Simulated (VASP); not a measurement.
# MoS2 (P-3m1) in VASP: further runs

Aim: see how the results for MoS2 move with the level of theory and the settings. Levels: r2SCAN, PBE, PBEsol. Tasks: single point.

All numbers are computed with VASP 6.6.1; they aren't measurements. Logs are shortened: lines on timing, memory, paths and dates and some standing lists are left out, and cuts for length are marked.

### 1 The cell of the first run

The structure is trigonal, space group P-3m1 (No. 164). The conventional cell has a = 3.219 Å, b = 3.219 Å, c = 6.247 Å, α = 90.00°, β = 90.00°, γ = 120.00°. Mo (site symmetry -3m) has 6 S at 2.42 Å within 3.2 Å. S (site symmetry 3m) has 3 Mo at 2.42 Å within 3.2 Å.

### 2 Single point, r2SCAN

POSCAR reads:

```
MoS2
1.0
    3.2194022451      0.0000000000      0.0000000000
   -1.6097011226      2.7880841293      0.0000000000
    0.0000000000      0.0000000000      6.2473710534
Mo S
1 2
Direct
    0.0000000000      0.0000000000      0.5000000000
    0.6666666667      0.3333333333      0.7484490778
    0.3333333333      0.6666666667      0.2515509222
```

INCAR.step1 reads:

```
SYSTEM = MoS2
PREC = Accurate
ENCUT = 520
ISMEAR = -1
SIGMA = 0.05
LREAL = .FALSE.
LASPH = .TRUE.
NELM = 80
NBANDS = 20
GGA = PE
ALGO = Normal
EDIFF = 1E-4
LWAVE = .TRUE.
LCHARG = .FALSE.
```

INCAR.step2 reads:

```
SYSTEM = MoS2
PREC = Accurate
ENCUT = 520
EDIFF = 1E-7
ISMEAR = -1
SIGMA = 0.05
LREAL = .FALSE.
LASPH = .TRUE.
NELM = 80
ALGO = Normal
ISIF = 2
LWAVE = .FALSE.
LCHARG = .FALSE.
METAGGA = R2SCAN
LMIXTAU = .TRUE.
NBANDS = 20
ISTART = 1
```

KPOINTS reads:

```
Automatic mesh
0
G
  9 9 4
  0 0 0
```

Potentials or basis: VASP PAW PBE potentials, release 64 (Mo_sv, S).

The run is started by

```sh
> cat potpaw_PBE.64/Mo_sv/POTCAR potpaw_PBE.64/S/POTCAR > POTCAR
> cp INCAR.step1 INCAR
> mpirun -np 1 vasp_std > vasp.out
> cp INCAR.step2 INCAR
> mpirun -np 1 vasp_std > vasp.out
```

OUTCAR:

```text
SYSTEM = MoS2
   PREC = Accurate
   ENCUT = 520
   EDIFF = 1E-7
   ISMEAR = -1
   LREAL = .FALSE.
   LASPH = .TRUE.
   NELM = 80
   ISIF = 2
   METAGGA = R2SCAN
   ISTART = 1

 ion  position               nearest neighbor table
   1  0.000  0.000  0.500-   2 2.42   3 2.42   2 2.42   3 2.42   2 2.42   3 2.42
   2  0.667  0.333  0.748-   1 2.42   1 2.42   1 2.42
   3  0.333  0.667  0.252-   1 2.42   1 2.42   1 2.42

  LATTYP: Found a hexagonal cell.
 ALAT       =     3.2194022451
 C/A-ratio  =     1.9405375836

  Lattice vectors:

 A1 = (   3.2194022451,   0.0000000000,   0.0000000000)
 A2 = (  -1.6097011226,   2.7880841293,   0.0000000000)
 A3 = (   0.0000000000,   0.0000000000,   6.2473710534)

Analysis of symmetry for initial positions (statically):
=====================================================================
 Subroutine PRICEL returns:
 Original cell was already a primitive cell.

 Routine SETGRP: Setting up the symmetry group for a
 hexagonal supercell.

 Subroutine GETGRP returns: Found 12 space group operations
 (whereof 12 operations were pure point group operations)
 out of a pool of 24 trial point group operations.

The static configuration has the point symmetry D_3d.

Analysis of symmetry for dynamics (positions and initial velocities):
=====================================================================
 Subroutine PRICEL returns:
 Original cell was already a primitive cell.

 Routine SETGRP: Setting up the symmetry group for a
 hexagonal supercell.

 Subroutine GETGRP returns: Found 12 space group operations
 (whereof 12 operations were pure point group operations)
 out of a pool of 24 trial point group operations.

The dynamic configuration has the point symmetry D_3d.

 Subroutine INISYM returns: Found 12 space group operations
 (whereof 12 operations are pure point group operations),
 and found     1 'primitive' translations

----------------------------------------------------------------------------------------

                                     Primitive cell

  volume of cell :      56.0762

  direct lattice vectors                    reciprocal lattice vectors
     3.219402245  0.000000000  0.000000000     0.310616669  0.179334617  0.000000000
    -1.609701123  2.788084129  0.000000000     0.000000000  0.358669234  0.000000000
     0.000000000  0.000000000  6.247371053     0.000000000  0.000000000  0.160067329

  length of vectors
     3.219402245  3.219402245  6.247371053     0.358669234  0.358669234  0.160067329

  position of ions in fractional coordinates (direct lattice)
     0.000000000  0.000000000  0.500000000
     0.666666667  0.333333333  0.748449078
     0.333333333  0.666666667  0.251550922

  ion indices of the primitive-cell ions
   primitive index   ion index
                 1           1
                 2           2
                 3           3

----------------------------------------------------------------------------------------

 KPOINTS: Automatic mesh

Automatic generation of k-mesh.
 Grid dimensions read from file:
 generate k-points for:    9    9    4

 Generating k-lattice:

  Cartesian coordinates                     Fractional coordinates (reciprocal lattice)
     0.034512963  0.019926069  0.000000000     0.111111111 -0.000000000  0.000000000
     0.000000000  0.039852137  0.000000000     0.000000000  0.111111111  0.000000000
     0.000000000  0.000000000  0.040016832     0.000000000  0.000000000  0.250000000

  Length of vectors
     0.039852137  0.039852137  0.040016832

  Shift w.r.t. Gamma in fractional coordinates (k-lattice)
     0.000000000  0.000000000  0.000000000

 Subroutine IBZKPT returns following result:
 ===========================================

 Found     43 irreducible k-points:

 Following reciprocal coordinates:
            Coordinates               Weight
  0.000000  0.000000  0.000000      1.000000
  0.111111  0.000000  0.000000      6.000000
  0.222222  0.000000  0.000000      6.000000
  0.333333 -0.000000  0.000000      6.000000
  0.444444  0.000000  0.000000      6.000000
  0.111111  0.111111  0.000000      6.000000
[... 16 lines left out ...]
  0.222222  0.111111  0.250000     12.000000
 -0.111111  0.333333  0.250000     12.000000
 [... further k-points ...]
   k-points           NKPTS =     43   k-points in BZ     NKDIM =     43   number of bands    NBANDS=     20
   number of dos      NEDOS =    301   number of ions     NIONS =      3
   total plane-waves  NPLWV =  27648
   dimension x,y,z NGX =    24 NGY =   24 NGZ =   48
   dimension x,y,z NGXF=    48 NGYF=   48 NGZF=   96
   ions per type =               1   2
   NGX,Y,Z   is equivalent  to a cutoff of  12.39, 12.39, 12.77 a.u.
   NGXF,Y,Z  is equivalent  to a cutoff of  24.79, 24.79, 25.55 a.u.
 SYSTEM =  MoS2
   PREC   = accura    normal or accurate (medium, high low for compatibility)
   ISTART =      1    job   : 0-new  1-cont  2-samecut
   ICHARG =      0    charge: 1-file 2-atom 10-const
   ISPIN  =      1    spin polarized calculation?
   LNONCOLLINEAR =      F non collinear calculations
   LSORBIT =      F    spin-orbit coupling
   LASPH  =      T    aspherical Exc in radial PAW
   ENCUT  =  520.0 eV  38.22 Ry    6.18 a.u.   5.99  5.99 11.62*2*pi/ulx,y,z
   NELM   =     80;   NELMIN=  2; NELMDL=  0     # of ELM steps
   EDIFF  = 0.1E-06   stopping-criterion for ELM
   LREAL  =      F    real-space projection
   EDIFFG = 0.1E-05   stopping-criterion for IOM
   NSW    =      0    number of steps for IOM
   IBRION =     -1    ionic relax: 0-MD 1-quasi-New 2-CG
   NFREE  =      0    steps in history (QN), initial steepest desc. (CG)
   ISIF   =      2    stress and relaxation
   ISYM   =      2    0-nonsym 1-usesym 2-fastsym
   POTIM  = 0.5000    time-step for ionic-motion
   TEBEG  =    0.0;   TEEND  =   0.0 temperature during run
   PSTRESS=    0.0 pullay stress
   NELECT =      26.0000    total number of electrons
   NUPDOWN=      -1.0000    fix difference up-down
   EMIN   =  10.00;   EMAX   =-10.00  energy-range for DOS
   EFERMI =   0.00;   METHOD = LEGACY
   ISMEAR =    -1;   SIGMA  =   0.05  broadening in eV -4-tet -1-fermi 0-gaus
   EFERMI_NEDOS =   21; number of points for ismear=-14 and -15
   IALGO  =     38    algorithm
   IMIX   =      4    mixing-type and parameters
     AMIX     =   0.40;   BMIX     =  1.00
     AMIX_MAG =   1.60;   BMIX_MAG =  1.00
  volume/ion in A,a.u.               =      18.69       126.14
  Fermi-wavevector in a.u.,A,eV,Ry     =   1.267087  2.394447 21.844286  1.605510
  Thomas-Fermi vector in A             =   2.400254
   LORBIT       =      0    0 simple, 1 ext, 2 COOP (PROOUT), +10 PAW based schemes
   METAGGA = R2SCAN    functional components
   LHFCALC =     F    Hartree Fock is set to
   AEXX    =    0.0000 exact exchange contribution
   IVDW    =     0    specifies the selected vdW correction
   LEPSILON=     F    determine dielectric tensor
   LRPA    =     F    only Hartree local field effects (RPA)
 non-spin polarized calculation
  energy-cutoff  :      520.00
  volume of cell :       56.08
 maximum number of plane-waves:      1542
   NGX = 11   NGY = 11   NGZ = 23

 number of electron      26.0000000 magnetization

 Free energy of the ion-electron system (eV)
  ---------------------------------------------------
  ext. energy  EPLUGINS =         0.00000000
  ---------------------------------------------------
  free energy    TOTEN  =       -44.16272192 eV

  energy without entropy =      -44.15403649  energy(sigma->0) =      -44.15837920

 E-fermi :   7.0304     XC(G=0): -11.2137

 val. band max:        7.0094011485   @ k =   0.1111   0.0000   0.0000
 cond. band min:       7.0389303148   @ k =   0.3333   0.2222   0.0000
 fundamental gap:      0.0295291663
 Fermi energy:         7.0304108709

 k-point     1 :       0.0000    0.0000    0.0000
  band No.  band energies     occupation
      1     -56.7629      2.00000
      2     -30.0705      2.00000
      3     -30.0276      2.00000
      4     -30.0276      2.00000
      5      -8.5739      2.00000
      6      -7.0412      2.00000
[... 12 lines left out ...]
     19      14.0039      0.00000
     20      17.0993      0.00000

 k-point     2 :       0.1111    0.0000    0.0000
  band No.  band energies     occupation
      1     -56.7588      2.00000
      2     -30.0700      2.00000
      3     -30.0618      2.00000
      4     -30.0373      2.00000
      5      -8.3806      2.00000
      6      -7.0023      2.00000
[... 12 lines left out ...]
     19      14.5833      0.00000
     20      16.6788      0.00000

 k-point     3 :       0.2222    0.0000    0.0000
  band No.  band energies     occupation
      1     -56.7483      2.00000
      2     -30.1755      2.00000
      3     -30.0617      2.00000
      4     -30.0401      2.00000
      5      -7.8542      2.00000
      6      -6.8953      2.00000
[... 12 lines left out ...]
     19      15.3895      0.00000
     20      16.2379      0.00000

 k-point     4 :       0.3333   -0.0000    0.0000
  band No.  band energies     occupation
      1     -56.7363      2.00000
      2     -30.2935      2.00000
      3     -30.0892      2.00000
      4     -30.0152      2.00000
      5      -7.2146      2.00000
      6      -6.6955      2.00000
[... 12 lines left out ...]
     19      14.6088      0.00000
     20      15.4302      0.00000

 k-point     5 :       0.4444    0.0000    0.0000
  band No.  band energies     occupation
      1     -56.7285      2.00000
      2     -30.3694      2.00000
      3     -30.1072      2.00000
      4     -29.9989      2.00000
      5      -6.9346      2.00000
      6      -6.3044      2.00000
[... 12 lines left out ...]
     19      14.3395      0.00000
     20      15.5799      0.00000
[... 353 lines left out ...]
      6      -6.2964      2.00000
[... 12 lines left out ...]
     19      13.9471      0.00000
     20      14.8729      0.00000

 k-point    22 :       0.1111    0.1111    0.2500
  band No.  band energies     occupation
      1     -56.7514      2.00000
      2     -30.1399      2.00000
      3     -30.0588      2.00000
      4     -30.0462      2.00000
      5      -7.9284      2.00000
      6      -7.0576      2.00000
[... 12 lines left out ...]
     19      15.8193      0.00000
     20      16.4667      0.00000

 k-point    23 :       0.2222    0.1111    0.2500
  band No.  band energies     occupation
      1     -56.7402      2.00000
      2     -30.2428      2.00000
      3     -30.0932      2.00000
      4     -30.0232      2.00000
      5      -7.3679      2.00000
      6      -6.8401      2.00000
[... 12 lines left out ...]
     19      15.2918      0.00000
     20      16.5535      0.00000

 k-point    24 :      -0.1111    0.3333    0.2500
  band No.  band energies     occupation
      1     -56.7402      2.00000
      2     -30.2428      2.00000
      3     -30.0932      2.00000
      4     -30.0232      2.00000
      5      -7.3017      2.00000
      6      -6.9223      2.00000
[... 12 lines left out ...]
     19      15.8337      0.00000
     20      16.0227      0.00000

 [... further k-points ...]
[... 5 lines left out ...]
  --------------------------------------------------------------------------------------
  -------------------------------------------------------------------------------------
  Total        0.0231711      0.0231711      0.0160284     -0.0000000     -0.0000000     -0.0000000
  in kB        0.6620305      0.6620305      0.4579555     -0.0000000     -0.0000000     -0.0000000
  external PRESSURE =       0.5940055 kB  Pullay stress =       0.0000000 kB

 VOLUME and BASIS-vectors are now :
 -----------------------------------------------------------------------------
  energy-cutoff  :      520.00
  volume of cell :       56.08
      direct lattice vectors                 reciprocal lattice vectors
     3.219402245  0.000000000  0.000000000     0.310616669  0.179334617  0.000000000
    -1.609701123  2.788084129  0.000000000     0.000000000  0.358669234  0.000000000
     0.000000000  0.000000000  6.247371053     0.000000000  0.000000000  0.160067329

 POSITION                                       TOTAL-FORCE (eV/Angst)
 -----------------------------------------------------------------------------------
      0.00000      0.00000      3.12369        -0.000000      0.000000      0.000000
      1.60970      0.92936      4.67584        -0.000000      0.000000      0.008730
     -0.00000      1.85872      1.57153         0.000000     -0.000000     -0.008730
 -----------------------------------------------------------------------------------
    total drift:                               -0.000000     -0.000000     -0.000000

  FREE ENERGIE OF THE ION-ELECTRON SYSTEM (eV)
  ---------------------------------------------------
  free  energy   TOTEN  =       -44.1627219218 eV

  energy  without entropy=      -44.1540364874  energy(sigma->0) =      -44.15837920
```

Wall time 2.5 min (1 thread of Intel Xeon Platinum 8488C (Sapphire Rapids), shared host); peak memory 0.19 GiB.

Results:

| Property | Result |
| --- | --- |
| Free energy | -44.1627 eV |
| Pressure | 0.1 GPa |
| Largest force | 0.009 eV/Å |
| Band gap on the k mesh | zero (band 13 reaches 7.77 eV, above the bottom of band 14 at 6.55 eV) |

Forces in eV/Å, atoms in the order of the input:
```
Mo   0.000  0.000  0.000
S    0.000  0.000  0.009
S    0.000  0.000 -0.009
```

Caveat: the PAW data sets were made with another functional, which shifts forces and pressure a little.

(Part 1 of 3 ends here.)
